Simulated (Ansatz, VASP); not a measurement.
## Ca: VASP beside Ansatz

```
Ca
1.0
     0.00000    2.72799   -2.72799
    -2.72799    0.00000    2.72799
     5.45598    5.45598    5.45598
Ca
3
Direct
  0.00000 0.00000 0.00000
  0.33333 0.66667 0.33333
  0.66667 0.33333 0.66667
```

Alike in both runs: task single point; functional PBEsol; k mesh 11 × 11 × 4; occupations fermi-dirac, width 0.1 eV; no spin polarisation.

```csv
,VASP,Ansatz
version,VASP 6.6.1,Ansatz 0.2.0
potentials or method,"VASP PAW PBE potentials, release 64 (Ca_sv), cutoff 520 eV","all-electron LAPW, scalar-relativistic"
```

|  | VASP | Ansatz | Ansatz less VASP |
| --- | --- | --- | --- |
| pressure (GPa) | 0.0 | 0.0 | -0.03 |

VASP's potentials were made for PBE, not for PBEsol. Ansatz ran all-electron here, and VASP with PAW potentials.
